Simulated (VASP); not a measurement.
Bi2Se3, 5 atoms in the cell. It takes space group R-3m (No. 166, trigonal). The conventional cell has a = 4.224 Å, b = 4.224 Å, c = 29.198 Å, α = 90.00°, β = 90.00°, γ = 120.00°. Within 3.8 Å of Bi (site symmetry 3m) lie 6 Se at 2.91 to 3.14 Å. Se (site symmetry -3m) has 6 Bi at 3.14 Å and 12 Se at 4.22 to 4.31 Å within 4.4 Å. Within 3.8 Å of Se (site symmetry 3m) lie 3 Bi at 2.91 Å and 3 Se at 3.59 Å. 

* Program: VASP 6.6.1
* Task: single point
* Functional: PBEsol
* Potentials or basis: VASP PAW PBE potentials, release 64 (Bi_d, Se)
* Cutoff: 520 eV
* k mesh: 6 × 6 × 6
* Occupations: fermi-dirac, width 0.03 eV
* Spin: no spin polarisation
* Dipole correction: no
* Further INCAR settings: ALGO = Normal; EDIFF = 1e-06; NBANDS = 32

Potentials or basis: VASP PAW PBE potentials, release 64 (Bi_d, Se).

Command:

```bash
$ cat potpaw_PBE.64/Bi_d/POTCAR potpaw_PBE.64/Se/POTCAR > POTCAR
$ mpirun -np 1 vasp_std > vasp.out
```

Hardware: 1 thread of AMD EPYC 9R45 96-Core Processor (Zen 5), on a shared host.

**Question.** How long does it take, and how much memory?

**Answer.** Run time: 9.5 min on 1 thread of AMD EPYC 9R45 96-Core Processor (Zen 5), with other jobs on the host, peak memory 0.91 GiB. Counts: scf iterations 13, k points 32.
